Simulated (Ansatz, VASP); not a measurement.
## Te: VASP beside Ansatz

```
CELL_PARAMETERS angstrom
2.24819 1.29799 1.92310
-2.24819 1.29799 1.92310
0.00000 -2.59598 1.92310
ATOMIC_POSITIONS crystal
Te 0.50000 0.50000 0.50000
```

Alike in both runs: task single point; functional PBEsol; k mesh 15 × 15 × 15; occupations gaussian, width 0.15 eV; no spin polarisation.

```csv
,VASP,Ansatz
version,VASP 6.6.1,Ansatz 0.2.0
potentials or method,"VASP PAW PBE potentials, release 64 (Te), cutoff 520 eV","scalar-relativistic, plane waves, PAW"
valence electrons in the cell,6,16
```

Ansatz gave:

| Item | Value |
| --- | --- |
| gap on the k mesh at the Fermi level (eV) | none |
| pressure (GPa) | -3.8 |
| traceless stress, the component that is largest in VASP (GPa) | -0.33 |

Problem. What did VASP give for the same quantities?

Solution. gap on the k mesh at the Fermi level (eV): none; pressure (GPa): -3.8; traceless stress, the component that is largest in VASP (GPa): -0.32.

VASP's potentials were made for PBE, not for PBEsol. A gap of «none» marks a metal or a gap that the smearing closes. The functional is the same, so the differences come from potentials, cutoffs and numerics. VASP's potentials hold 6 valence electrons a cell and Ansatz's 16, so a difference there can come from the potentials and not from the codes.

Neither program's run includes spin-orbit coupling.
